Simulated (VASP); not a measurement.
# La (P6_3/mmc) in VASP: a series of runs, part 2 of 2

VASP 6.6.1. The steps go on from the part before.

### 4 Single point, LDA (zz strain of +2 %)

Contents of INCAR:

```
SYSTEM = La
PREC = Accurate
ENCUT = 520
EDIFF = 1E-6
ISMEAR = -1
SIGMA = 0.05
LREAL = .FALSE.
LASPH = .TRUE.
NELM = 80
ALGO = Normal
ISIF = 2
LWAVE = .FALSE.
LCHARG = .TRUE.
GGA = CA
LELF = .TRUE.
LVHAR = .TRUE.
NBANDS = 18
```

Contents of KPOINTS:

```
regular mesh
0
G
  11 11 6
  0 0 0
```

Contents of POSCAR:

```
La
1.0
    3.7500020507      0.0000000000      0.0000000000
   -1.8750010253      3.2475970401      0.0000000000
    0.0000000000      0.0000000000      6.1914000000
La
2
Direct
    0.3333333333      0.6666666667      0.2500000000
    0.6666666667      0.3333333333      0.7500000000
```

Potentials or basis: VASP PAW LDA potentials, release 64 (La).

Started as:

```sh
cat potpaw_LDA.64/La/POTCAR > POTCAR
mpirun -np 1 vasp_std > vasp.out
```

OUTCAR:

```text
SYSTEM = La
   PREC = Accurate
   ENCUT = 520
   EDIFF = 1E-6
   ISMEAR = -1
   LREAL = .FALSE.
   LASPH = .TRUE.
   NELM = 80
   ISIF = 2
   GGA = CA

 ion  position               nearest neighbor table
   1  0.333  0.667  0.250-
   2  0.667  0.333  0.750-

  LATTYP: Found a hexagonal cell.
 ALAT       =     3.7500020507
 C/A-ratio  =     1.6510390971

  Lattice vectors:

 A1 = (   3.7500020507,   0.0000000000,   0.0000000000)
 A2 = (  -1.8750010253,   3.2475970401,   0.0000000000)
 A3 = (   0.0000000000,   0.0000000000,   6.1914000000)

Analysis of symmetry for initial positions (statically):
=====================================================================
 Subroutine PRICEL returns:
 Original cell was already a primitive cell.

 Routine SETGRP: Setting up the symmetry group for a
 hexagonal supercell.

 Subroutine GETGRP returns: Found 24 space group operations
 (whereof 12 operations were pure point group operations)
 out of a pool of 24 trial point group operations.

The static configuration has the point symmetry D_3d.
 The point group associated with its full space group is D_6h.

Analysis of symmetry for dynamics (positions and initial velocities):
=====================================================================
 Subroutine PRICEL returns:
 Original cell was already a primitive cell.

 Routine SETGRP: Setting up the symmetry group for a
 hexagonal supercell.

 Subroutine GETGRP returns: Found 24 space group operations
 (whereof 12 operations were pure point group operations)
 out of a pool of 24 trial point group operations.

The dynamic configuration has the point symmetry D_3d.
 The point group associated with its full space group is D_6h.

 Subroutine INISYM returns: Found 24 space group operations
 (whereof 12 operations are pure point group operations),
 and found     1 'primitive' translations

[... 111 lines left out ...]
   IALGO  =     38    algorithm
   IMIX   =      4    mixing-type and parameters
     AMIX     =   0.40;   BMIX     =  1.00
     AMIX_MAG =   1.60;   BMIX_MAG =  1.00
  volume/ion in A,a.u.               =      37.70       254.42
  Fermi-wavevector in a.u.,A,eV,Ry     =   1.085813  2.051888 16.041120  1.178989
  Thomas-Fermi vector in A             =   2.221935
   LORBIT       =      0    0 simple, 1 ext, 2 COOP (PROOUT), +10 PAW based schemes
   GGA     = CA    functional components
   LHFCALC =     F    Hartree Fock is set to
   AEXX    =    0.0000 exact exchange contribution
   IVDW    =     0    specifies the selected vdW correction
   LEPSILON=     F    determine dielectric tensor
   LRPA    =     F    only Hartree local field effects (RPA)
 non-spin polarized calculation
  energy-cutoff  :      520.00
  volume of cell :       75.40
 maximum number of plane-waves:      2045
 NGX is ok and might be reduce to    28
   NGX = 13   NGY = 13   NGZ = 23

 number of electron      21.9999999 magnetization

 Free energy of the ion-electron system (eV)
  ---------------------------------------------------
  ext. energy  EPLUGINS =         0.00000000
  ---------------------------------------------------
  free energy    TOTEN  =       -10.97507760 eV

  energy without entropy =      -10.93951017  energy(sigma->0) =      -10.95729389

 E-fermi :   7.5011     XC(G=0):  -9.7033

 val. band max:        7.4887572057   @ k =   0.3636  -0.0000   0.3333
 cond. band min:       7.5148915571   @ k =   0.3636   0.2727   0.3333
 fundamental gap:      0.0261343514
 Fermi energy:         7.5010892820

 k-point     1 :       0.0000    0.0000    0.0000
  band No.  band energies     occupation
      1     -25.2588      2.00000
      2     -25.0795      2.00000
      3      -9.5991      2.00000
      4      -8.4282      2.00000
      5      -8.4282      2.00000
      6      -8.2796      2.00000
[... 481 lines left out ...]
      5      -8.8388      2.00000
      6      -8.5735      2.00000
[... 10 lines left out ...]
     17       9.0991      0.00000
     18       9.1649      0.00000

 [... further k-points ...]

------------------------ aborting loop because EDIFF is reached ----------------------------------------

  FORCE on cell =-STRESS in cart. coord.  units (eV):
  Direction    XX          YY          ZZ          XY          YZ          ZX
  --------------------------------------------------------------------------------------
  -------------------------------------------------------------------------------------
  Total       -1.5730089     -1.5730089     -1.8281768     -0.0000000      0.0000000      0.0000000
  in kB      -33.4240645    -33.4240645    -38.8459969     -0.0000000      0.0000000      0.0000000
  external PRESSURE =     -35.2313753 kB  Pullay stress =       0.0000000 kB

 VOLUME and BASIS-vectors are now :
 -----------------------------------------------------------------------------
  energy-cutoff  :      520.00
  volume of cell :       75.40
      direct lattice vectors                 reciprocal lattice vectors
     3.750002051  0.000000000  0.000000000     0.266666521  0.153959988  0.000000000
    -1.875001025  3.247597040  0.000000000     0.000000000  0.307919975  0.000000000
     0.000000000  0.000000000  6.191400000     0.000000000  0.000000000  0.161514359

 POSITION                                       TOTAL-FORCE (eV/Angst)
 -----------------------------------------------------------------------------------
     -0.00000      2.16506      1.54785         0.000000      0.000000      0.000000
      1.87500      1.08253      4.64355        -0.000000     -0.000000      0.000000
 -----------------------------------------------------------------------------------
    total drift:                               -0.000000      0.000000     -0.000000

  FREE ENERGIE OF THE ION-ELECTRON SYSTEM (eV)
  ---------------------------------------------------
  free  energy   TOTEN  =       -10.9750776046 eV

  energy  without entropy=      -10.9395101685  energy(sigma->0) =      -10.95729389
```

OSZICAR:

```text
N       E                     dE             d eps       ncg     rms          rms(c)
DAV:   1     0.248387997195E+03    0.24839E+03   -0.81001E+03  2312   0.169E+03
DAV:   2     0.249452759969E+02   -0.22344E+03   -0.22020E+03  3256   0.303E+02
DAV:   3    -0.758977168094E+01   -0.32535E+02   -0.31771E+02  3818   0.133E+02
DAV:   4    -0.107252648730E+02   -0.31355E+01   -0.30846E+01  4596   0.369E+01
DAV:   5    -0.109677086083E+02   -0.24244E+00   -0.24181E+00  3624   0.978E+00    0.322E+00
DAV:   6    -0.109910633102E+02   -0.23355E-01   -0.58800E-01  4602   0.481E+00    0.156E+00
DAV:   7    -0.109768205460E+02    0.14243E-01   -0.36438E-02  3744   0.128E+00    0.541E-01
DAV:   8    -0.109749877164E+02    0.18328E-02   -0.65800E-03  4608   0.598E-01    0.491E-02
DAV:   9    -0.109750543359E+02   -0.66620E-04   -0.58041E-04  3968   0.148E-01    0.326E-02
DAV:  10    -0.109750789088E+02   -0.24573E-04   -0.16375E-04  4568   0.701E-02    0.249E-02
DAV:  11    -0.109750776240E+02    0.12848E-05   -0.21612E-05  3792   0.413E-02    0.586E-03
DAV:  12    -0.109750776046E+02    0.19360E-07   -0.92458E-07  3216   0.134E-02
   1 F= -.10975078E+02 E0= -.10957294E+02  d E =-.355674E-01
```

stdout:

```text
POSCAR found type information on POSCAR La
 POSCAR found :  1 types and       2 ions
 scaLAPACK will be used
 LDA part: xc-table for (Slater(with rela. corr.)+CA(PZ))
 , standard interpolation
 POSCAR, INCAR and KPOINTS ok, starting setup
 FFT: planning ... GRIDC
 FFT: planning ... GRID_SOFT
 FFT: planning ... GRID
 WAVECAR not read
 entering main loop
```

Wall time 2.5 min (1 thread of Intel Xeon 8259CL, shared host); peak memory 0.22 GiB.

Results:

```
Free energy            : -10.9751 eV
Pressure               : -3.5 GPa
Band gap on the k mesh : zero (bands 11 and 12 overlap by 1.34 eV)
```

Levels at points of the mesh, in eV from the Fermi level:
```csv
k point,band 8,band 9,band 10,band 11,band 12,band 13,band 14,band 15
"(0.00, 0.00, 0.00)",-15.77,-3.20,-1.72,0.95,1.33,1.33,1.35,1.40
"(0.00, 0.00, 0.50)",-15.85,-1.92,-1.92,0.54,0.54,1.33,1.33,1.41
```

Caveat: the cell differs from its parent crystal (zz strain of +2 %); the cell stands under tension; spin-orbit coupling is left out, which moves the levels of the heavy elements.

### 5 The runs side by side

```csv
cell,gap on the mesh (eV),pressure (GPa)
"a = 3.750, b = 3.750, c = 6.131 Å, angles 90.0, 90.0, 120.0°, 2 atoms",none,-3.3
"a = 3.775, b = 3.775, c = 6.110 Å, angles 90.0, 90.0, 120.0°, 2 atoms",none,-3.5
"a = 3.750, b = 3.750, c = 6.191 Å, angles 90.0, 90.0, 120.0°, 2 atoms",none,-3.5
```

Alike in all rows: task single point; level LDA; potentials or basis VASP PAW LDA potentials, release 64 (La); no spin polarisation; k mesh 11 × 11 × 6; cutoff (eV) 520; smearing fermi-dirac 0.05 eV.

Caveats: the cell stands under tension; spin-orbit coupling is left out, which moves the levels of the heavy elements.

Total energies depend on the potentials used, so only differences within one code and one set of settings carry meaning.

The gap in the log of VASP goes by the Fermi energy; the results here count the filled bands.